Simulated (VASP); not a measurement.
# SrLi2SnS4 (I-42m) in VASP: further runs

The runs below take SrLi2SnS4 through single point, with LDA, PBEsol, PBE, r2SCAN.

Everything below comes from runs of VASP 6.6.1. Logs are shortened: lines on timing, memory, paths and dates and some standing lists are left out, and cuts for length are marked.

### 1 The cell of the first run

It takes space group I-42m (No. 121, tetragonal). Conventional cell: a = 6.570 Å, b = 6.570 Å, c = 7.719 Å, α = 90.00°, β = 90.00°, γ = 90.00°. Li (site symmetry -4) has 4 S at 2.42 Å within 3.2 Å. Within 4.0 Å of Sr (site symmetry -42m) lie 8 S at 3.02 to 3.17 Å and 8 Li at 3.81 Å and 2 Sn at 3.86 Å. Within 3.1 Å of Sn (site symmetry -42m) lie 4 S at 2.38 Å. S (site symmetry m) has 1 Sn at 2.38 Å and 2 Li at 2.42 Å and 2 Sr at 3.02 to 3.17 Å within 3.2 Å.

### 2 Single point, LDA

INCAR

```
  PREC = Accurate
  ENCUT = 520
  EDIFF = 1E-6
  ISMEAR = -1
  SIGMA = 0.02
  LREAL = F
  LASPH = T
  NELM = 80
  ALGO = Normal
  ISIF = 2
  LWAVE = F
  LCHARG = F
  GGA = CA
  NBANDS = 37
```

KPOINTS

```
Automatic mesh
0
Gamma
  6 6 6
```

POSCAR

```
SrLi2SnS4
1.0
   -3.2850872412      3.2850872412      3.8594028152
    3.2850872412     -3.2850872412      3.8594028152
    3.2850872412      3.2850872412     -3.8594028152
Li Sr Sn S
2 1 1 4
Direct
    0.2500000000      0.7500000000      0.5000000000
    0.7500000000      0.2500000000      0.5000000000
    0.5000000000      0.5000000000      0.0000000000
    0.0000000000      0.0000000000      0.0000000000
    0.0328655829      0.0328655829      0.4199210422
    0.9671344171      0.3870554594      0.0000000000
    0.6129445406      0.6129445406      0.5800789578
    0.3870554594      0.9671344171      0.0000000000
```

Potentials or basis: VASP PAW LDA potentials, release 64 (Li_sv, Sr_sv, Sn_d, S).

The run is started by

```bash
> cat potpaw_LDA.64/Li_sv/POTCAR potpaw_LDA.64/Sr_sv/POTCAR potpaw_LDA.64/Sn_d/POTCAR potpaw_LDA.64/S/POTCAR > POTCAR
> mpirun -np 1 vasp_std > vasp.out
```

OUTCAR:

```text
PREC = Accurate
   ENCUT = 520
   EDIFF = 1E-6
   ISMEAR = -1
   LREAL = F
   LASPH = T
   NELM = 80
   ISIF = 2
   GGA = CA

 ion  position               nearest neighbor table
   1  0.250  0.750  0.500-   7 2.42   8 2.42   6 2.42   5 2.42   3 3.81   3 3.81   3 3.81   3 3.81

   2  0.750  0.250  0.500-   7 2.42   6 2.42   8 2.42   5 2.42   3 3.81   3 3.81   3 3.81   3 3.81

   3  0.500  0.500  0.000-   6 3.02   8 3.02   5 3.02   7 3.02   7 3.17   8 3.17   6 3.17   5 3.17
                             2 3.81   2 3.81   1 3.81   1 3.81   2 3.81   1 3.81   1 3.81   2 3.81
   4  0.000  0.000  0.000-   5 2.38   7 2.38   6 2.38   8 2.38   3 3.86   3 3.86
   5  0.033  0.033  0.420-   4 2.38   2 2.42   1 2.42   3 3.02   3 3.17
   6  0.967  0.387  0.000-   4 2.38   1 2.42   2 2.42   3 3.02   3 3.17
   7  0.613  0.613  0.580-   4 2.38   2 2.42   1 2.42   3 3.02   3 3.17
   8  0.387  0.967  0.000-   4 2.38   2 2.42   1 2.42   3 3.02   3 3.17

  LATTYP: Found a body centered tetragonal cell.
 ALAT       =     6.5701744824
 C/A-ratio  =     1.1748250600

  Lattice vectors:

 A1 = (  -3.2850872412,   3.2850872412,   3.8594028152)
 A2 = (   3.2850872412,  -3.2850872412,   3.8594028152)
 A3 = (   3.2850872412,   3.2850872412,  -3.8594028152)

Analysis of symmetry for initial positions (statically):
=====================================================================
 Subroutine PRICEL returns:
 Original cell was already a primitive cell.

 Routine SETGRP: Setting up the symmetry group for a
 body centered tetragonal supercell.

 Subroutine GETGRP returns: Found  8 space group operations
 (whereof  8 operations were pure point group operations)
 out of a pool of 16 trial point group operations.

The static configuration has the point symmetry D_2d.

Analysis of symmetry for dynamics (positions and initial velocities):
=====================================================================
 Subroutine PRICEL returns:
 Original cell was already a primitive cell.

 Routine SETGRP: Setting up the symmetry group for a
 body centered tetragonal supercell.

 Subroutine GETGRP returns: Found  8 space group operations
 (whereof  8 operations were pure point group operations)
 out of a pool of 16 trial point group operations.

The dynamic configuration has the point symmetry D_2d.

 Subroutine INISYM returns: Found  8 space group operations
 (whereof  8 operations are pure point group operations),
 and found     1 'primitive' translations

[... 114 lines left out ...]
   POTIM  = 0.5000    time-step for ionic-motion
   TEBEG  =    0.0;   TEEND  =   0.0 temperature during run
   PSTRESS=    0.0 pullay stress
   NELECT =      54.0000    total number of electrons
   NUPDOWN=      -1.0000    fix difference up-down
   EMIN   =  10.00;   EMAX   =-10.00  energy-range for DOS
   EFERMI =   0.00;   METHOD = LEGACY
   ISMEAR =    -1;   SIGMA  =   0.02  broadening in eV -4-tet -1-fermi 0-gaus
   EFERMI_NEDOS =   21; number of points for ismear=-14 and -15
   IALGO  =     38    algorithm
   IMIX   =      4    mixing-type and parameters
     AMIX     =   0.40;   BMIX     =  1.00
     AMIX_MAG =   1.60;   BMIX_MAG =  1.00
  volume/ion in A,a.u.               =      20.82       140.53
  Fermi-wavevector in a.u.,A,eV,Ry     =   1.124557  2.125104 17.206312  1.264628
  Thomas-Fermi vector in A             =   2.261229
   LORBIT       =      0    0 simple, 1 ext, 2 COOP (PROOUT), +10 PAW based schemes
   GGA     = CA    functional components
   LHFCALC =     F    Hartree Fock is set to
   AEXX    =    0.0000 exact exchange contribution
   IVDW    =     0    specifies the selected vdW correction
   LEPSILON=     F    determine dielectric tensor
   LRPA    =     F    only Hartree local field effects (RPA)
 non-spin polarized calculation
  energy-cutoff  :      520.00
  volume of cell :      166.60
 maximum number of plane-waves:      4526
 NGX is ok and might be reduce to    48
   NGX = 23   NGY = 23   NGZ = 23

 number of electron      53.9999987 magnetization

 Free energy of the ion-electron system (eV)
  ---------------------------------------------------
  ext. energy  EPLUGINS =         0.00000000
  ---------------------------------------------------
  free energy    TOTEN  =       -39.45701800 eV

  energy without entropy =      -39.45701800  energy(sigma->0) =      -39.45701800

 E-fermi :   3.7764     XC(G=0):  -9.4981

 val. band max:        3.2389043533   @ k =   0.5000   0.5000   0.5000
 cond. band min:       5.5802169101   @ k =   0.5000   0.5000   0.5000
 fundamental gap:      2.3413125568
 Fermi energy:         3.7763538342

 k-point     1 :       0.0000    0.0000    0.0000
  band No.  band energies     occupation
      1     -40.3172      2.00000
      2     -40.3167      2.00000
      3     -30.5123      2.00000
      4     -17.7819      2.00000
      5     -17.7819      2.00000
      6     -17.7695      2.00000
[... 949 lines left out ...]
     36       9.5235      0.00000
     37      10.1615      0.00000

 [... further k-points ...]

------------------------ aborting loop because EDIFF is reached ----------------------------------------

  FORCE on cell =-STRESS in cart. coord.  units (eV):
  Direction    XX          YY          ZZ          XY          YZ          ZX
  --------------------------------------------------------------------------------------
  -------------------------------------------------------------------------------------
  Total        0.0315939      0.0315939     -0.0226238      0.0000000      0.0000000      0.0000000
  in kB        0.3038367      0.3038367     -0.2175712      0.0000000      0.0000000      0.0000000
  external PRESSURE =       0.1300341 kB  Pullay stress =       0.0000000 kB

 VOLUME and BASIS-vectors are now :
 -----------------------------------------------------------------------------
  energy-cutoff  :      520.00
  volume of cell :      166.60
      direct lattice vectors                 reciprocal lattice vectors
    -3.285087241  3.285087241  3.859402815     0.000000000  0.152202959  0.129553722
     3.285087241 -3.285087241  3.859402815     0.152202959  0.000000000  0.129553722
     3.285087241  3.285087241 -3.859402815     0.152202959  0.152202959  0.000000000

 POSITION                                       TOTAL-FORCE (eV/Angst)
 -----------------------------------------------------------------------------------
      3.28509     -0.00000      1.92970        -0.000000     -0.000000     -0.000000
     -0.00000      3.28509      1.92970        -0.000000     -0.000000     -0.000000
      0.00000      0.00000      3.85940        -0.000000     -0.000000      0.000000
      0.00000      0.00000      0.00000        -0.000000     -0.000000      0.000000
      1.37948      1.37948     -1.36696        -0.008246     -0.008246      0.002437
     -1.90561      1.90561      5.22636        -0.008246      0.008246     -0.002437
      1.90561      1.90561      2.49244         0.008246      0.008246      0.002437
      1.90561     -1.90561      5.22636         0.008246     -0.008246     -0.002437
 -----------------------------------------------------------------------------------
    total drift:                               -0.000000     -0.000000     -0.000000

  FREE ENERGIE OF THE ION-ELECTRON SYSTEM (eV)
  ---------------------------------------------------
  free  energy   TOTEN  =       -39.4570180025 eV

  energy  without entropy=      -39.4570180025  energy(sigma->0) =      -39.45701800
```

stdout:

```text
POSCAR found type information on POSCAR LiSrSnS
 POSCAR found :  4 types and       8 ions
 scaLAPACK will be used
 LDA part: xc-table for (Slater(with rela. corr.)+CA(PZ))
 , standard interpolation
 POSCAR, INCAR and KPOINTS ok, starting setup
 FFT: planning ... GRIDC
 FFT: planning ... GRID_SOFT
 FFT: planning ... GRID
 WAVECAR not read
 entering main loop
```

Run time: 2.3 min. Hardware: 1 thread of AMD EPYC 9R45 (Zen 5), shared host; peak memory 0.34 GiB.

Results:

| Property | Result |
| --- | --- |
| Free energy | -39.4570 eV |
| Largest force | 0.012 eV/Å |
| Band gap on the k mesh | 2.34 eV |

Forces on the atoms (eV/Å):
```
Li   0.000  0.000  0.000
Li   0.000  0.000  0.000
Sr   0.000  0.000  0.000
Sn   0.000  0.000  0.000
S   -0.008 -0.008  0.002
S   -0.008  0.008 -0.002
S    0.008  0.008  0.002
S    0.008 -0.008 -0.002
```

Caveat: the cutoff is under 1.25 times the usual one of these potentials, so pressure, stress and relaxed cells hold a basis-set (Pulay) error; spin-orbit coupling is left out, which moves the levels of the heavy elements. A k mesh can miss the band edges.

### 3 Single point, PBEsol

This run uses another cell than the first one, of 21.64 Å³/atom.

INCAR

```
PREC = Accurate ; ENCUT = 520
EDIFF = 1E-7 ; ISMEAR = -1
SIGMA = 0.02 ; LREAL = F
LASPH = T ; NELM = 60
ALGO = Normal ; ISIF = 2
LWAVE = F ; LCHARG = F
GGA = PS ; NBANDS = 37
```

KPOINTS

```
regular mesh
0
Gamma
  6 6 6
```

POSCAR

```
SrLi2SnS4
1.0
   -3.3237149424      3.3237149424      3.9176155810
    3.3237149424     -3.3237149424      3.9176155810
    3.3237149424      3.3237149424     -3.9176155810
Li Sr Sn S
2 1 1 4
Direct
    0.2500000000      0.7500000000      0.5000000000
    0.7500000000      0.2500000000      0.5000000000
    0.5000000000      0.5000000000      0.0000000000
    0.0000000000      0.0000000000      0.0000000000
    0.0331789390      0.0331789390      0.4175612137
    0.9668210610      0.3843822747      0.0000000000
    0.6156177253      0.6156177253      0.5824387863
    0.3843822747      0.9668210610      0.0000000000
```

Potentials or basis: VASP PAW PBE potentials, release 64 (Li_sv, Sr_sv, Sn_d, S).

The run is started by

```bash
> cat potpaw_PBE.64/Li_sv/POTCAR potpaw_PBE.64/Sr_sv/POTCAR potpaw_PBE.64/Sn_d/POTCAR potpaw_PBE.64/S/POTCAR > POTCAR
> mpirun -np 1 vasp_std > vasp.out
```

OUTCAR:

```text
PREC = Accurate
   ENCUT = 520
   EDIFF = 1E-7
   ISMEAR = -1
   LREAL = F
   LASPH = T
   NELM = 60
   ISIF = 2
   GGA = PS

 ion  position               nearest neighbor table
   1  0.250  0.750  0.500-   7 2.45   8 2.45   6 2.45   5 2.45   3 3.86   3 3.86   3 3.86   3 3.86

   2  0.750  0.250  0.500-   7 2.45   6 2.45   8 2.45   5 2.45   3 3.86   3 3.86   3 3.86   3 3.86

[... 1179 lines left out ...]
  Total        0.0200903      0.0200903     -0.0398575      0.0000000      0.0000000     -0.0000000
  in kB        0.1859382      0.1859382     -0.3688853      0.0000000      0.0000000     -0.0000000
  external PRESSURE =       0.0009970 kB  Pullay stress =       0.0000000 kB

 VOLUME and BASIS-vectors are now :
 -----------------------------------------------------------------------------
  energy-cutoff  :      520.00
  volume of cell :      173.11
      direct lattice vectors                 reciprocal lattice vectors
    -3.323714942  3.323714942  3.917615581     0.000000000  0.150434080  0.127628653
     3.323714942 -3.323714942  3.917615581     0.150434080  0.000000000  0.127628653
     3.323714942  3.323714942 -3.917615581     0.150434080  0.150434080  0.000000000

 POSITION                                       TOTAL-FORCE (eV/Angst)
 -----------------------------------------------------------------------------------
      3.32371      0.00000      1.95881         0.000000     -0.000000      0.000000
      0.00000      3.32371      1.95881         0.000000     -0.000000      0.000000
      0.00000      0.00000      3.91762         0.000000     -0.000000      0.000000
      0.00000      0.00000      0.00000         0.000000     -0.000000      0.000000
      1.38785      1.38785     -1.37588        -0.012656     -0.012656      0.008085
     -1.93586      1.93586      5.29350        -0.012656      0.012656     -0.008085
      1.93586      1.93586      2.54174         0.012656      0.012656      0.008085
      1.93586     -1.93586      5.29350         0.012656     -0.012656     -0.008085
 -----------------------------------------------------------------------------------
    total drift:                               -0.000001     -0.000001     -0.000001

  FREE ENERGIE OF THE ION-ELECTRON SYSTEM (eV)
  ---------------------------------------------------
  free  energy   TOTEN  =       -37.5875012927 eV

  energy  without entropy=      -37.5875012927  energy(sigma->0) =      -37.58750129
```

Run time: 3.2 min. Hardware: 1 thread of AMD EPYC 9R45 (Zen 5), shared host; peak memory 0.4 GiB.

What came out:

* Free energy: -37.5875 eV
* Largest force: 0.020 eV/Å
* Band gap on the k mesh: 2.41 eV

Forces in eV/Å, atoms in the order of the input:
```
Li   0.000  0.000  0.000
Li   0.000  0.000  0.000
Sr   0.000  0.000  0.000
Sn   0.000  0.000  0.000
S   -0.013 -0.013  0.008
S   -0.013  0.013 -0.008
S    0.013  0.013  0.008
S    0.013 -0.013 -0.008
```

Levels at points of the mesh, in eV from the valence-band top:
| k point | band 24 | band 25 | band 26 | band 27 | band 28 | band 29 | band 30 | band 31 |
| --- | --- | --- | --- | --- | --- | --- | --- | --- |
| (0.00, 0.00, 0.00) | -0.97 | -0.54 | -0.41 | -0.41 | 2.44 | 3.68 | 4.43 | 5.01 |
| (0.50, 0.00, 0.00) | -1.33 | -0.94 | -0.72 | -0.56 | 2.75 | 3.61 | 4.64 | 4.80 |
| (0.50, 0.50, 0.00) | -1.40 | -1.14 | -1.12 | -0.60 | 2.85 | 4.04 | 4.44 | 4.64 |
| (0.50, 0.50, 0.50) | -1.84 | -0.53 | -0.53 | 0.00 | 2.41 | 3.92 | 3.92 | 4.23 |

Caveat: the cutoff is under 1.25 times the usual one of these potentials, so pressure, stress and relaxed cells hold a basis-set (Pulay) error; the PAW data sets were made with another functional, which shifts forces and pressure a little; spin-orbit coupling is left out, which moves the levels of the heavy elements.

### 4 Single point, PBE

This run uses another cell than the first one, of 22.76 Å³/atom.

INCAR

```
PREC = Accurate
ENCUT = 520
EDIFF = 1E-6
ISMEAR = -1
SIGMA = 0.02
LREAL = False
LASPH = True
NELM = 80
ALGO = Normal
ISIF = 2
LWAVE = False
LCHARG = False
GGA = PE
NBANDS = 37
```

KPOINTS is that of step 3.

POSCAR

```
SrLi2SnS4
1.0
   -3.3503449860      3.3503449860      4.0549666905
    3.3503449860     -3.3503449860      4.0549666905
    3.3503449860      3.3503449860     -4.0549666905
Li Sr Sn S
2 1 1 4
Direct
    0.2500000000      0.7500000000      0.5000000000
    0.7500000000      0.2500000000      0.5000000000
    0.5000000000      0.5000000000      0.0000000000
    0.0000000000      0.0000000000      0.0000000000
    0.0370036452      0.0370036452      0.4170929649
    0.9629963548      0.3800893197      0.0000000000
    0.6199106803      0.6199106803      0.5829070351
    0.3800893197      0.9629963548      0.0000000000
```

The run is started by

```bash
> cat potpaw_PBE.64/Li_sv/POTCAR potpaw_PBE.64/Sr_sv/POTCAR potpaw_PBE.64/Sn_d/POTCAR potpaw_PBE.64/S/POTCAR > POTCAR
> mpirun -np 1 vasp_std > vasp.out
```

Wall time 2.6 min (1 thread of AMD EPYC 9R45 (Zen 5), shared host); peak memory 0.41 GiB.

It converged, with:

```
Free energy            : -35.6808 eV
Largest force          : 0.023 eV/Å
Band gap on the k mesh : 2.45 eV (least direct gap 2.46 eV)
```

Forces on the atoms (eV/Å):
```
Li   0.000  0.000  0.000
Li   0.000  0.000  0.000
Sr   0.000  0.000  0.000
Sn   0.000  0.000  0.000
S   -0.015 -0.015  0.010
S   -0.015  0.015 -0.010
S    0.015  0.015  0.010
S    0.015 -0.015 -0.010
```

Levels at points of the mesh, in eV from the valence-band top:
| k point | band 25 | band 26 | band 27 | band 28 | band 29 | band 30 |
| --- | --- | --- | --- | --- | --- | --- |
| (0.00, 0.00, 0.00) | -0.50 | -0.35 | -0.35 | 2.45 | 4.00 | 4.57 |
| (0.50, 0.00, 0.00) | -0.83 | -0.63 | -0.46 | 2.79 | 3.82 | 4.77 |
| (0.50, 0.50, 0.00) | -1.08 | -1.01 | -0.50 | 2.89 | 4.27 | 4.67 |
| (0.50, 0.50, 0.50) | -0.47 | -0.47 | 0.00 | 2.46 | 4.02 | 4.02 |

Caveat: the cutoff is under 1.25 times the usual one of these potentials, so pressure, stress and relaxed cells hold a basis-set (Pulay) error; spin-orbit coupling is left out, which moves the levels of the heavy elements. A k mesh can miss the band edges.

### 5 Single point, r2SCAN

This run uses another cell than the first one, of 21.07 Å³/atom.

POSCAR

```
SrLi2SnS4
1.0
   -3.2794373900      3.2794373900      3.9186411800
    3.2794373900     -3.2794373900      3.9186411800
    3.2794373900      3.2794373900     -3.9186411800
Li Sr Sn S
2 1 1 4
Direct
    0.2500000000      0.7500000000      0.5000000000
    0.7500000000      0.2500000000      0.5000000000
    0.5000000000      0.5000000000      0.0000000000
    0.0000000000      0.0000000000      0.0000000000
    0.0366043571      0.0366043571      0.4202676890
    0.9633956429      0.3836633318      0.0000000000
    0.6163366682      0.6163366682      0.5797323110
    0.3836633318      0.9633956429      0.0000000000
```

INCAR.step1

```
SYSTEM = SrLi2SnS4
PREC = Accurate ; ENCUT = 520
ISMEAR = -1 ; SIGMA = 0.02
LREAL = .False. ; LASPH = .True.
NELM = 60 ; NBANDS = 37
GGA = PE ; ALGO = Normal
EDIFF = 1E-4 ; LWAVE = .True.
LCHARG = .False.
```

INCAR.step2

```
SYSTEM = SrLi2SnS4
PREC = Accurate ; ENCUT = 520
EDIFF = 1E-6 ; ISMEAR = -1
SIGMA = 0.02 ; LREAL = .False.
LASPH = .True. ; NELM = 60
ALGO = Normal ; ISIF = 2
LWAVE = .False. ; LCHARG = .False.
METAGGA = R2SCAN ; LMIXTAU = .True.
NBANDS = 37 ; ISTART = 1
```

KPOINTS

```
Automatic mesh
0
Gamma
  6 6 6
  0 0 0
```

The run is started by

```bash
> cat potpaw_PBE.64/Li_sv/POTCAR potpaw_PBE.64/Sr_sv/POTCAR potpaw_PBE.64/Sn_d/POTCAR potpaw_PBE.64/S/POTCAR > POTCAR
> cp INCAR.step1 INCAR
> mpirun -np 1 vasp_std > vasp.out
> cp INCAR.step2 INCAR
> mpirun -np 1 vasp_std > vasp.out
```

It took 11 min on 1 thread of AMD EPYC 9R45 (Zen 5), shared host; peak memory 0.46 GiB.

The run converged. Its results:

```yaml
Free_energy: -88.0296 eV
Largest_force: 0.014 eV/Å
Band_gap_on_the_k_mesh: 3.00 eV
```

Forces on the atoms (eV/Å):
```
Li   0.000  0.000  0.000
Li   0.000  0.000  0.000
Sr   0.000  0.000  0.000
Sn   0.000  0.000  0.000
S   -0.009 -0.009  0.005
S   -0.009  0.009 -0.005
S    0.009  0.009  0.005
S    0.009 -0.009 -0.005
```

Levels at points of the mesh, in eV from the valence-band top:
```tsv
k point	band 24	band 25	band 26	band 27	band 28	band 29	band 30	band 31
(0.00, 0.00, 0.00)	-1.03	-0.54	-0.39	-0.39	3.24	4.34	5.13	5.55
(0.50, 0.00, 0.00)	-1.35	-0.93	-0.72	-0.54	3.38	4.22	5.38	5.52
(0.50, 0.50, 0.00)	-1.42	-1.17	-1.15	-0.56	3.49	4.66	5.14	5.28
(0.50, 0.50, 0.50)	-1.86	-0.55	-0.55	0.00	3.00	4.59	4.59	4.98
```

Caveat: the cutoff is under 1.25 times the usual one of these potentials, so pressure, stress and relaxed cells hold a basis-set (Pulay) error; the PAW data sets were made with another functional, which shifts forces and pressure a little; spin-orbit coupling is left out, which moves the levels of the heavy elements. A k mesh can miss the band edges.

### 6 The runs side by side

```tsv
level	potentials or basis	cell	gap on the mesh (eV)	largest force (eV/Å)
LDA	VASP PAW LDA potentials, release 64 (Li_sv, Sr_sv, Sn_d, S)	a = 6.040 Å, angles 114.1, 114.1, 100.6°, 8 atoms, atomic positions A	2.34	0.01
PBEsol	VASP PAW PBE potentials, release 64 (Li_sv, Sr_sv, Sn_d, S)	a = 6.119 Å, angles 114.2, 114.2, 100.4°, 8 atoms, atomic positions B	2.41	0.02
PBE	VASP PAW PBE potentials, release 64 (Li_sv, Sr_sv, Sn_d, S)	a = 6.236 Å, angles 115.0, 115.0, 98.9°, 8 atoms, atomic positions C	2.45	0.02
r2SCAN	VASP PAW PBE potentials, release 64 (Li_sv, Sr_sv, Sn_d, S)	a = 6.072 Å, angles 114.6, 114.6, 99.6°, 8 atoms, atomic positions D	3.00	0.01
```

Alike in all rows: task single point; no spin polarisation; k mesh 6 × 6 × 6; cutoff (eV) 520; smearing fermi-dirac 0.02 eV.

Caveats: the cutoff is under 1.25 times the usual one of these potentials, so pressure, stress and relaxed cells hold a basis-set (Pulay) error; spin-orbit coupling is left out, which moves the levels of the heavy elements; the PAW data sets were made with another functional, which shifts forces and pressure a little (at least some runs).

Total energies depend on the potentials used, so only differences within one code and one set of settings carry meaning.
